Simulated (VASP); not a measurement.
# Tl (P6_3/mmc) in VASP: further runs, part 2 of 2

VASP 6.6.1. Earlier steps stand in the parts before.

## Step 6: Single point, PBEsol

INCAR

```
SYSTEM = Tl
ALGO     = Normal         ! electronic algorithm
EDIFF    = 1E-7           ! SCF threshold, eV
ENCUT    = 520            ! plane-wave cutoff, eV
GGA      = PS             ! functional
ISIF     = 2              ! what is computed and relaxed
ISMEAR   = -1             ! smearing method
LASPH    = .True.         ! aspherical terms in the spheres
LCHARG   = .False.        ! write CHGCAR
LREAL    = .False.        ! projectors in reciprocal space
LWAVE    = .False.        ! write WAVECAR
NBANDS   = 34             ! bands
NELM     = 100            ! most SCF steps
PREC     = Accurate       ! precision mode
SIGMA    = 0.1            ! smearing width, eV
```

KPOINTS

```
k-points
0
Gamma
  12 12 4
  0 0 0
```

POSCAR

```
Tl
1.0
    3.4329046436      0.0000000000      0.0000000000
   -1.7164523218      2.9729826302      0.0000000000
    0.0000000000      0.0000000000     11.1424582974
Tl
4
Direct
    1.0000000000      1.0000000000      1.0000000000
    1.0000000000      1.0000000000      0.5000000000
    0.3333333333      0.6666666667      0.2500000000
    0.6666666667      0.3333333333      0.7500000000
```

Potentials or basis: VASP PAW PBE potentials, release 64 (Tl_d).

Run with:

```bash
$ cat potpaw_PBE.64/Tl_d/POTCAR > POTCAR
$ mpirun -np 1 vasp_std > vasp.out
```

OUTCAR:

```text
SYSTEM = Tl
   EDIFF = 1E-7
   ENCUT = 520
   GGA = PS
   ISIF = 2
   ISMEAR = -1
   LASPH = .True.
   LREAL = .False.
   NELM = 100
   PREC = Accurate

 ion  position               nearest neighbor table
   1  0.000  0.000  0.000-   3 3.42   4 3.42   4 3.42   3 3.42   4 3.42   3 3.42
   2  0.000  0.000  0.500-   3 3.42   4 3.42   4 3.42   3 3.42   4 3.42   3 3.42
   3  0.333  0.667  0.250-   1 3.42   2 3.42   1 3.42   2 3.42   1 3.42   2 3.42
   4  0.667  0.333  0.750-   1 3.42   2 3.42   1 3.42   2 3.42   1 3.42   2 3.42

  LATTYP: Found a hexagonal cell.
 ALAT       =     3.4329046436
 C/A-ratio  =     3.2457814749

  Lattice vectors:

 A1 = (   3.4329046436,   0.0000000000,   0.0000000000)
 A2 = (  -1.7164523218,   2.9729826302,   0.0000000000)
 A3 = (   0.0000000000,   0.0000000000,  11.1424582974)

Analysis of symmetry for initial positions (statically):
=====================================================================
 Subroutine PRICEL returns:
 Original cell was already a primitive cell.

 Routine SETGRP: Setting up the symmetry group for a
 hexagonal supercell.

 Subroutine GETGRP returns: Found 24 space group operations
 (whereof 12 operations were pure point group operations)
[... 166 lines left out ...]
  free energy    TOTEN  =       -10.49459568 eV

  energy without entropy =      -10.41866818  energy(sigma->0) =      -10.45663193

 E-fermi :   6.4110     XC(G=0): -10.3970

 val. band max:        6.3998509269   @ k =   0.3333   0.0833   0.0000
 cond. band min:       6.4171121201   @ k =   0.4167   0.1667   0.2500
 fundamental gap:      0.0172611932
 Fermi energy:         6.4110431049

 k-point     1 :       0.0000    0.0000    0.0000
  band No.  band energies     occupation
      1      -5.3229      2.00000
      2      -5.1966      2.00000
      3      -5.1811      2.00000
      4      -5.1097      2.00000
      5      -5.1097      2.00000
      6      -5.0973      2.00000
[... 877 lines left out ...]
     33      12.5709      0.00000
     34      13.5346      0.00000

 [... further k-points ...]
[... 5 lines left out ...]
  --------------------------------------------------------------------------------------
  -------------------------------------------------------------------------------------
  Total       -0.0382380     -0.0382380     -0.0301654      0.0000000      0.0000000      0.0000000
  in kB       -0.5387297     -0.5387297     -0.4249957      0.0000000      0.0000000      0.0000000
  external PRESSURE =      -0.5008184 kB  Pullay stress =       0.0000000 kB

 VOLUME and BASIS-vectors are now :
 -----------------------------------------------------------------------------
  energy-cutoff  :      520.00
  volume of cell :      113.72
      direct lattice vectors                 reciprocal lattice vectors
     3.432904644  0.000000000  0.000000000     0.291298508  0.168181272  0.000000000
    -1.716452322  2.972982630  0.000000000     0.000000000  0.336362544  0.000000000
     0.000000000  0.000000000 11.142458297     0.000000000  0.000000000  0.089746802

 POSITION                                       TOTAL-FORCE (eV/Angst)
 -----------------------------------------------------------------------------------
      0.00000      0.00000      0.00000         0.000000      0.000000     -0.000000
      0.00000      0.00000      5.57123         0.000000      0.000000     -0.000000
     -0.00000      1.98199      2.78561        -0.000000      0.000000      0.000000
      1.71645      0.99099      8.35684         0.000000     -0.000000      0.000000
 -----------------------------------------------------------------------------------
    total drift:                                0.000000     -0.000000      0.000000

  FREE ENERGIE OF THE ION-ELECTRON SYSTEM (eV)
  ---------------------------------------------------
  free  energy   TOTEN  =       -10.4945956806 eV

  energy  without entropy=      -10.4186681842  energy(sigma->0) =      -10.45663193
```

stdout:

```text
POSCAR found type information on POSCAR Tl
 POSCAR found :  1 types and       4 ions
 scaLAPACK will be used
 -----------------------------------------------------------------------------
|                                                                             |
|                                                                             |
|     You enforced a specific xc type in the INCAR file but a different       |
|     I HOPE YOU KNOW WHAT YOU ARE DOING!                                     |
|                                                                             |
 -----------------------------------------------------------------------------

 LDA part: xc-table for (Slater+PW92), standard interpolation
 POSCAR, INCAR and KPOINTS ok, starting setup
 FFT: planning ... GRIDC
 FFT: planning ... GRID_SOFT
 FFT: planning ... GRID
 WAVECAR not read
 entering main loop
```

It took 3.2 min on 1 thread of AMD EPYC 9R45 (Zen 5), shared host; peak memory 0.29 GiB.

Results:

```
Free energy            : -10.4946 eV
Pressure               : -0.1 GPa
Band gap on the k mesh : zero (band 26 reaches 9.77 eV, above the bottom of band 27 at 5.29 eV)
```

Caveat: the PAW data sets were made with another functional, which shifts forces and pressure a little; spin-orbit coupling is left out, which moves the levels of the heavy elements.

## Step 7: Summary

```tsv
cell	k mesh	gap on the mesh (eV)	pressure (GPa)
a = 3.433, b = 3.433, c = 11.142 Å, angles 90.0, 90.0, 120.0°, 4 atoms	11 × 11 × 3	none	-0.1
a = 3.290, b = 3.290, c = 10.678 Å, angles 90.0, 90.0, 120.0°, 4 atoms	12 × 12 × 4	none	6.6
a = 3.339, b = 3.339, c = 10.837 Å, angles 90.0, 90.0, 120.0°, 4 atoms	12 × 12 × 4	none	3.8
a = 3.387, b = 3.387, c = 10.992 Å, angles 90.0, 90.0, 120.0°, 4 atoms	12 × 12 × 4	none	1.6
a = 3.433, b = 3.433, c = 11.142 Å, angles 90.0, 90.0, 120.0°, 4 atoms	12 × 12 × 4	none	-0.1
```

Alike in all rows: task single point; level PBEsol; potentials or basis VASP PAW PBE potentials, release 64 (Tl_d); no spin polarisation; cutoff (eV) 520; smearing fermi-dirac 0.1 eV.

Caveats: the PAW data sets were made with another functional, which shifts forces and pressure a little; spin-orbit coupling is left out, which moves the levels of the heavy elements.

Absolute energies hang on the potentials; compare differences alone.
